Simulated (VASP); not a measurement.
Runs of VASP 6.6.1 on AlP (lda). The structure is that of space group F-43m (No. 216), or close to it. The cells are those of the table. 

```tsv
task	cell	k mesh	smearing	gap on the mesh (eV)	pressure (GPa)
relaxation of cell and atoms	relaxed from a = 3.864 Å, angles 60.0°, 2 atoms	8 × 8 × 8	gaussian 0.02 eV	(a)	0.0
single point	a = 3.842 Å, angles 60.0°, 2 atoms	8 × 8 × 8	gaussian 0.01 eV	1.41	0.1
single point	a = 3.864 Å, angles 60.0°, 2 atoms	6 × 6 × 6	gaussian 0.1 eV	1.44	-1.4
single point	a = 3.842 Å, angles 60.0°, 2 atoms	8 × 8 × 8	gaussian 0.02 eV	1.41	0.1
```

Alike in all rows: level LDA; potentials or basis VASP PAW LDA potentials, release 64 (Al, P); no spin polarisation; cutoff (eV) 500.

Estimate the missing entries.

(a) 1.42.

A k mesh can miss the band edges.
